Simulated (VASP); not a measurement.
Write the native input for VASP 6.6.1 that does the following.

- Task: single point
- Functional: PBE
- Potentials or basis: VASP PAW PBE potentials, release 64 (Li_sv, H)
- Cutoff: 750 eV
- k mesh: 1 × 1 × 1
- Occupations: gaussian, width 0.01 eV
- Spin: no spin polarisation
- Dipole correction: no
- Further INCAR settings: ALGO = Normal; EDIFF = 1e-06; NBANDS = 18

The structure of LiH lies in POSCAR:

```
LiH
1.0
    4.0840000000      0.0000000000      0.0000000000
    0.0000000000      4.0840000000      0.0000000000
    0.0000000000      0.0000000000      4.0840000000
Li H
4 4
Direct
    0.0000000000      0.0000000000      0.0000000000
    0.5000000000      0.5000000000      0.0000000000
    0.5000000000      0.0000000000      0.5000000000
    0.0000000000      0.5000000000      0.5000000000
    0.5000000000      0.5000000000      0.5000000000
    1.0000000000      1.0000000000      0.5000000000
    1.0000000000      0.5000000000      1.0000000000
    0.5000000000      1.0000000000      1.0000000000
```

These files were run (other wordings do the same):

INCAR

```
SYSTEM = LiH
PREC = Accurate
ENCUT = 750
EDIFF = 1E-6
ISMEAR = 0
SIGMA = 0.01
LREAL = .FALSE.
LASPH = .TRUE.
NELM = 120
ALGO = Normal
ISIF = 2
LWAVE = .FALSE.
LCHARG = .FALSE.
GGA = PE
NBANDS = 18
GGA_COMPAT = .FALSE.
```

KPOINTS

```
regular mesh
0
G
  1 1 1
  0 0 0
```

Potentials or basis: VASP PAW PBE potentials, release 64 (Li_sv, H).

Launch:

```console
$ cat potpaw_PBE.64/Li_sv/POTCAR potpaw_PBE.64/H/POTCAR > POTCAR
$ mpirun -np 1 vasp_gam > vasp.out
```

Results of the run:

```
Pressure               : 21.9 GPa
Band gap on the k mesh : 2.59 eV
```

Caveat: the k points lie up to 1.54 Å⁻¹ apart.

It took 4 s on 1 thread of Intel(R) Xeon(R) 6975P-C (Granite Rapids) (shared host), peak memory 0.18 GiB.
